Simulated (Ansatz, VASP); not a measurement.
## GaP: VASP beside Ansatz

```
Ga P
1.0
     0.00000    3.14607    2.04495
     3.14607    0.00000    2.04495
     3.14607    3.14607    0.00000
Ga P
1 1
Direct
  0.00000 0.00000 0.00000
  0.75000 0.75000 0.75000
```

Alike in both runs: task single point; functional PBE; k mesh 10 × 10 × 10; occupations gaussian, width 0.05 eV; no spin polarisation.

|  | VASP | Ansatz |
| --- | --- | --- |
| version | VASP 6.6.1 | Ansatz 0.2.0 |
| potentials or method | VASP PAW PBE potentials, release 64 (Ga_d, P), cutoff 520 eV | scalar-relativistic, plane waves, PAW |
| valence electrons in the cell | 18 | 18 |

|  | VASP | Ansatz | Ansatz less VASP |
| --- | --- | --- | --- |
| gap on the k mesh at the Fermi level (eV) | none | none | - |
| pressure (GPa) | -2.4 | -2.4 | 0.00 |
| traceless stress, the component that is largest in VASP (GPa) | 7.79 | 7.81 | +0.016 |

A gap of «none» marks a metal or a gap that the smearing closes.
